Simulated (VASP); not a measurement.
# Nb4H in VASP: a series of runs

The runs below take Nb4H through single point, with LDA.

Program: VASP 6.6.1. These are calculated values, not measurements. Logs are shortened: lines on timing, memory, paths and dates and some standing lists are left out, and cuts for length are marked.

## Step 1: The cell of the first run

The cell holds a slab with vacuum, 5 atoms: a = 2.927 Å, b = 4.139 Å, c = 21.258 Å, α = 90.00°, β = 90.00°, γ = 90.00°.

## Step 2: Single point, LDA

File INCAR:

```
PREC = Accurate
ENCUT = 520
EDIFF = 1E-7
ISMEAR = 0
SIGMA = 0.1
LREAL = False
LASPH = True
NELM = 60
ALGO = Normal
ISIF = 2
LWAVE = False
LCHARG = True
LDIPOL = True
IDIPOL = 3
DIPOL = 0.5 0.5 0.345
LELF = True
LVHAR = True
LVACPOTAV = True
NBANDS = 34
```

File KPOINTS:

```
regular mesh
0
Gamma
  9 7 1
```

File POSCAR:

```
Nb4H
1.0
    2.9270177669      0.0000000000      0.0000000000
    0.0000000000      4.1394282232      0.0000000000
    0.0000000000      0.0000000000     21.2576690685
Nb H
4 1
Direct
    0.5000000000      0.5000000000      0.1881673850
    0.0000000000      0.0000000000      0.2570135449
    0.5000000000      0.5000000000      0.3306382692
    0.0000000000      0.0000000000      0.3884559987
    0.0000000000      0.0000000000      0.5629812483
```

Potentials or basis: VASP PAW LDA potentials, release 64 (Nb_sv, H).

Launch:

```sh
cat potpaw_LDA.64/Nb_sv/POTCAR potpaw_LDA.64/H/POTCAR > POTCAR
mpirun -np 1 vasp_std > vasp.out
```

OUTCAR:

```text
PREC = Accurate
   ENCUT = 520
   EDIFF = 1E-7
   ISMEAR = 0
   LREAL = False
   LASPH = True
   NELM = 60
   ISIF = 2

 ion  position               nearest neighbor table
   1  0.500  0.500  0.188-   2 2.93   2 2.93   2 2.93   2 2.93   3 3.03
   2  0.000  0.000  0.257-   4 2.79   1 2.93   1 2.93   1 2.93   1 2.93   3 2.98   3 2.98   3 2.98
                             3 2.98
   3  0.500  0.500  0.331-   4 2.82   4 2.82   4 2.82   4 2.82   2 2.98   2 2.98   2 2.98   2 2.98
                             1 3.03
   4  0.000  0.000  0.388-   2 2.79   3 2.82   3 2.82   3 2.82   3 2.82
   5  0.000  0.000  0.563-

  LATTYP: Found a simple orthorhombic cell.
 ALAT       =     2.9270177669
 B/A-ratio  =     1.4142135624
 C/A-ratio  =     7.2625691955

  Lattice vectors:

 A1 = (   2.9270177669,   0.0000000000,   0.0000000000)
 A2 = (   0.0000000000,   4.1394282232,   0.0000000000)
 A3 = (   0.0000000000,   0.0000000000,  21.2576690685)

Analysis of symmetry for initial positions (statically):
=====================================================================
 Subroutine PRICEL returns:
 Original cell was already a primitive cell.

 Routine SETGRP: Setting up the symmetry group for a
 simple orthorhombic supercell.

 Subroutine GETGRP returns: Found  4 space group operations
 (whereof  4 operations were pure point group operations)
 out of a pool of  8 trial point group operations.

The static configuration has the point symmetry C_2v.

Analysis of symmetry for dynamics (positions and initial velocities):
=====================================================================
 Subroutine PRICEL returns:
 Original cell was already a primitive cell.

 Routine SETGRP: Setting up the symmetry group for a
 simple orthorhombic supercell.

 Subroutine GETGRP returns: Found  4 space group operations
 (whereof  4 operations were pure point group operations)
 out of a pool of  8 trial point group operations.

The dynamic configuration has the point symmetry C_2v.

 Subroutine INISYM returns: Found  4 space group operations
 (whereof  4 operations are pure point group operations),
 and found     1 'primitive' translations

----------------------------------------------------------------------------------------

                                     Primitive cell

  volume of cell :     257.5617

  direct lattice vectors                    reciprocal lattice vectors
     2.927017767  0.000000000  0.000000000     0.341644663  0.000000000  0.000000000
     0.000000000  4.139428223  0.000000000     0.000000000  0.241579258  0.000000000
     0.000000000  0.000000000 21.257669069     0.000000000  0.000000000  0.047041846

  length of vectors
     2.927017767  4.139428223 21.257669069     0.341644663  0.241579258  0.047041846

  position of ions in fractional coordinates (direct lattice)
     0.500000000  0.500000000  0.188167385
     0.000000000  0.000000000  0.257013545
     0.500000000  0.500000000  0.330638269
     0.000000000  0.000000000  0.388455999
     0.000000000  0.000000000  0.562981248

  ion indices of the primitive-cell ions
   primitive index   ion index
                 1           1
                 2           2
                 3           3
                 4           4
                 5           5

----------------------------------------------------------------------------------------

 KPOINTS: regular mesh

Automatic generation of k-mesh.
 Grid dimensions read from file:
 generate k-points for:    9    7    1

 Generating k-lattice:

  Cartesian coordinates                     Fractional coordinates (reciprocal lattice)
     0.037960518  0.000000000  0.000000000     0.111111111  0.000000000  0.000000000
     0.000000000  0.034511323  0.000000000     0.000000000  0.142857143  0.000000000
     0.000000000  0.000000000  0.047041846     0.000000000  0.000000000  1.000000000

  Length of vectors
     0.037960518  0.034511323  0.047041846

  Shift w.r.t. Gamma in fractional coordinates (k-lattice)
     0.000000000  0.000000000  0.000000000

 Subroutine IBZKPT returns following result:
 ===========================================

 Found     20 irreducible k-points:

 Following reciprocal coordinates:
            Coordinates               Weight
  0.000000  0.000000  0.000000      1.000000
  0.111111  0.000000  0.000000      2.000000
  0.222222  0.000000  0.000000      2.000000
  0.333333  0.000000  0.000000      2.000000
  0.444444  0.000000  0.000000      2.000000
  0.000000  0.142857  0.000000      2.000000
[... 12 lines left out ...]
  0.333333  0.428571  0.000000      4.000000
  0.444444  0.428571  0.000000      4.000000
   k-points           NKPTS =     20   k-points in BZ     NKDIM =     20   number of bands    NBANDS=     34
   number of dos      NEDOS =    301   number of ions     NIONS =      5
   total plane-waves  NPLWV = 122880
   dimension x,y,z NGX =    24 NGY =   32 NGZ =  160
   dimension x,y,z NGXF=    48 NGYF=   64 NGZF=  320
   ions per type =               4   1
   NGX,Y,Z   is equivalent  to a cutoff of  13.63, 12.85, 12.51 a.u.
   NGXF,Y,Z  is equivalent  to a cutoff of  27.26, 25.70, 25.03 a.u.
 SYSTEM =  unknown system
   PREC   = accura    normal or accurate (medium, high low for compatibility)
   ISTART =      0    job   : 0-new  1-cont  2-samecut
   ICHARG =      2    charge: 1-file 2-atom 10-const
   ISPIN  =      1    spin polarized calculation?
   LNONCOLLINEAR =      F non collinear calculations
   LSORBIT =      F    spin-orbit coupling
   LASPH  =      T    aspherical Exc in radial PAW
   ENCUT  =  520.0 eV  38.22 Ry    6.18 a.u.   5.44  7.70 39.53*2*pi/ulx,y,z
   NELM   =     60;   NELMIN=  2; NELMDL= -5     # of ELM steps
   EDIFF  = 0.1E-06   stopping-criterion for ELM
   LREAL  =      F    real-space projection
   EDIFFG = 0.1E-05   stopping-criterion for IOM
   NSW    =      0    number of steps for IOM
   IBRION =     -1    ionic relax: 0-MD 1-quasi-New 2-CG
   NFREE  =      0    steps in history (QN), initial steepest desc. (CG)
   ISIF   =      2    stress and relaxation
   ISYM   =      2    0-nonsym 1-usesym 2-fastsym
   POTIM  = 0.5000    time-step for ionic-motion
   TEBEG  =    0.0;   TEEND  =   0.0 temperature during run
   PSTRESS=    0.0 pullay stress
   NELECT =      53.0000    total number of electrons
   NUPDOWN=      -1.0000    fix difference up-down
   EMIN   =  10.00;   EMAX   =-10.00  energy-range for DOS
   EFERMI =   0.00;   METHOD = LEGACY
   ISMEAR =     0;   SIGMA  =   0.10  broadening in eV -4-tet -1-fermi 0-gaus
   EFERMI_NEDOS =   21; number of points for ismear=-14 and -15
   IALGO  =     38    algorithm
   IMIX   =      4    mixing-type and parameters
     AMIX     =   0.40;   BMIX     =  1.00
     AMIX_MAG =   1.60;   BMIX_MAG =  1.00
  volume/ion in A,a.u.               =      51.51       347.62
  Fermi-wavevector in a.u.,A,eV,Ry     =   0.966510  1.826439 12.709767  0.934142
  Thomas-Fermi vector in A             =   2.096318
   LORBIT       =      0    0 simple, 1 ext, 2 COOP (PROOUT), +10 PAW based schemes
   GGA     = CA    functional components
   LHFCALC =     F    Hartree Fock is set to
   AEXX    =    0.0000 exact exchange contribution
   IVDW    =     0    specifies the selected vdW correction
   LEPSILON=     F    determine dielectric tensor
   LRPA    =     F    only Hartree local field effects (RPA)
 non-spin polarized calculation
 Gauss-broadening in eV      SIGMA  =   0.10
  energy-cutoff  :      520.00
  volume of cell :      257.56
 maximum number of plane-waves:      6993
 NGX is ok and might be reduce to    24
   NGX = 11   NGY = 15   NGZ = 79

 dipolmoment           0.000000      0.000000     -0.019271 electrons x Angstroem

 number of electron      52.9999999 magnetization

 dipolmoment           0.000000      0.000000      0.176978 electrons x Angstroem

 Free energy of the ion-electron system (eV)
  ---------------------------------------------------
  ext. energy  EPLUGINS =         0.00000000
  ---------------------------------------------------
  free energy    TOTEN  =       -40.67624413 eV

  energy without entropy =      -40.64876869  energy(sigma->0) =      -40.66250641

 E-fermi :  -0.3464     XC(G=0):  -5.1635

 val. band max:       -0.3523568034   @ k =   0.4444   0.2857   0.0000
 cond. band min:      -0.3173357437   @ k =   0.0000   0.1429   0.0000
 fundamental gap:      0.0350210598
 Fermi energy:        -0.3464314235

 k-point     1 :       0.0000    0.0000    0.0000
  band No.  band energies     occupation
      1     -54.9349      2.00000
      2     -54.8657      2.00000
      3     -54.6131      2.00000
      4     -54.4985      2.00000
      5     -31.5569      2.00000
      6     -31.3547      2.00000
[... 26 lines left out ...]
     33       1.2873      0.00000
     34       1.6468      0.00000

 k-point     2 :       0.1111    0.0000    0.0000
  band No.  band energies     occupation
      1     -54.9220      2.00000
      2     -54.8515      2.00000
      3     -54.6051      2.00000
      4     -54.4958      2.00000
      5     -31.5141      2.00000
      6     -31.3541      2.00000
[... 26 lines left out ...]
     33       1.8277      0.00000
     34       1.9489      0.00000

 k-point     3 :       0.2222    0.0000    0.0000
  band No.  band energies     occupation
      1     -54.8894      2.00000
      2     -54.8139      2.00000
      3     -54.5846      2.00000
      4     -54.4903      2.00000
      5     -31.3934      2.00000
      6     -31.3729      2.00000
[... 26 lines left out ...]
     33       1.7568      0.00000
     34       2.0958      0.00000

 k-point     4 :       0.3333    0.0000    0.0000
  band No.  band energies     occupation
      1     -54.8526      2.00000
      2     -54.7676      2.00000
      3     -54.5602      2.00000
      4     -54.4879      2.00000
      5     -31.4546      2.00000
      6     -31.3705      2.00000
[... 26 lines left out ...]
     33       2.0949      0.00000
     34       2.4013      0.00000

 k-point     5 :       0.4444    0.0000    0.0000
  band No.  band energies     occupation
      1     -54.8285      2.00000
      2     -54.7346      2.00000
      3     -54.5423      2.00000
      4     -54.4905      2.00000
      5     -31.5418      2.00000
      6     -31.4748      2.00000
[... 473 lines left out ...]
 k-point    18 :       0.2222    0.4286    0.0000
  band No.  band energies     occupation
      1     -54.8731      2.00000
      2     -54.7802      2.00000
      3     -54.5872      2.00000
      4     -54.5366      2.00000
      5     -31.5202      2.00000
      6     -31.4249      2.00000
[... 26 lines left out ...]
     33       1.0241      0.00000
     34       1.3218      0.00000

 k-point    19 :       0.3333    0.4286    0.0000
  band No.  band energies     occupation
      1     -54.8452      2.00000
      2     -54.7508      2.00000
      3     -54.5594      2.00000
      4     -54.5100      2.00000
      5     -31.5390      2.00000
      6     -31.4741      2.00000
[... 26 lines left out ...]
     33       1.3375      0.00000
     34       1.9410      0.00000

 k-point    20 :       0.4444    0.4286    0.0000
  band No.  band energies     occupation
      1     -54.8269      2.00000
      2     -54.7315      2.00000
      3     -54.5411      2.00000
      4     -54.4925      2.00000
      5     -31.6481      2.00000
      6     -31.6109      2.00000
[... 26 lines left out ...]
     33       1.8446      0.00000
     34       2.2948      0.00000

------------------------ aborting loop because EDIFF is reached ----------------------------------------

  FORCE on cell =-STRESS in cart. coord.  units (eV):
  Direction    XX          YY          ZZ          XY          YZ          ZX
  --------------------------------------------------------------------------------------
  -------------------------------------------------------------------------------------
  Total       -7.8281954     -6.7570335     -3.6817298      0.0000000      0.0000000      0.0000000
  in kB      -48.6957304    -42.0325074    -22.9024077      0.0000000      0.0000000      0.0000000
  external PRESSURE =     -37.8768818 kB  Pullay stress =       0.0000000 kB

 VOLUME and BASIS-vectors are now :
 -----------------------------------------------------------------------------
  energy-cutoff  :      520.00
  volume of cell :      257.56
      direct lattice vectors                 reciprocal lattice vectors
     2.927017767  0.000000000  0.000000000     0.341644663  0.000000000  0.000000000
     0.000000000  4.139428223  0.000000000     0.000000000  0.241579258  0.000000000
     0.000000000  0.000000000 21.257669069     0.000000000  0.000000000  0.047041846

 POSITION                                       TOTAL-FORCE (eV/Angst)
 -----------------------------------------------------------------------------------
      1.46351      2.06971      4.00000         0.000000      0.000000      1.414922
      0.00000      0.00000      5.46351         0.000000      0.000000     -1.484851
      1.46351      2.06971      7.02860         0.000000      0.000000     -0.136657
      0.00000      0.00000      8.25767         0.000000      0.000000      0.725291
      0.00000      0.00000     11.96767         0.000000      0.000000     -0.518705
 -----------------------------------------------------------------------------------
    total drift:                                0.000000      0.000000     -0.000143

  FREE ENERGIE OF THE ION-ELECTRON SYSTEM (eV)
  ---------------------------------------------------
  free  energy   TOTEN  =       -40.6762441259 eV

  energy  without entropy=      -40.6487686934  energy(sigma->0) =      -40.66250641

 vacuum level on the upper side and lower side of the slab         6.147         3.504
```

Run time: 5.4 min. Hardware: 1 thread of Intel Xeon 6975P-C, shared host; peak memory 0.35 GiB.

Results:

* Free energy: -40.6762 eV
* Largest force: 1.485 eV/Å

Forces on the atoms (eV/Å):
```
Nb   0.000  0.000  1.415
Nb   0.000  0.000 -1.485
Nb   0.000  0.000 -0.137
Nb   0.000  0.000  0.725
H    0.000  0.000 -0.519
```

(Continued in part 2 of 2.)
